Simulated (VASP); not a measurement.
Here is a VASP 6.6.1 calculation.

File POSCAR:

```
Hf
1.0
   -1.8287527239      1.8287527239      1.8287527239
    1.8287527239     -1.8287527239      1.8287527239
    1.8287527239      1.8287527239     -1.8287527239
Hf
1
Direct
    0.0000000000      0.0000000000      0.0000000000
```

INCAR.step1

```
SYSTEM = Hf
  ALGO = Normal
  EDIFF = 1E-5
  ENCUT = 520
  GGA = PE
  ISIF = 2
  ISMEAR = -1
  LASPH = .True.
  LCHARG = .False.
  LREAL = .False.
  LWAVE = .True.
  NBANDS = 11
  NELM = 80
  PREC = Accurate
  SIGMA = 0.05
```

Contents of INCAR.step2:

```
SYSTEM = Hf
  ALGO = Normal
  EDIFF = 1E-6
  ENCUT = 520
  GGA = PE
  HFSCREEN = 0.2079
  ISIF = 2
  ISMEAR = -1
  ISTART = 1
  LASPH = .True.
  LCHARG = .False.
  LHFCALC = .True.
  LREAL = .False.
  LWAVE = .False.
  NBANDS = 11
  NELM = 80
  PREC = Accurate
  PRECFOCK = Normal
  SIGMA = 0.05
```

The input KPOINTS:

```
k-points
0
Gamma
  6 6 6
  0 0 0
```

Potentials or basis: VASP PAW PBE potentials, release 64 (Hf_pv).

Launch:

```bash
$ cat potpaw_PBE.64/Hf_pv/POTCAR > POTCAR
$ cp INCAR.step1 INCAR
$ mpirun -np 1 vasp_std > vasp.out
$ cp INCAR.step2 INCAR
$ mpirun -np 1 vasp_std > vasp.out
```

Task: Predict the pressure.

Result: -7.7 GPa.

Task: Predict the band gap on the k mesh.

Result: Zero (bands 5 and 6 overlap by 2.87 eV).

Caveat: the k points lie up to 0.40 Å⁻¹ apart, too coarse for converged energies and pressures of a metal; the PAW data sets were made with another functional, which shifts forces and pressure a little; spin-orbit coupling is left out, which moves the levels of the heavy elements.
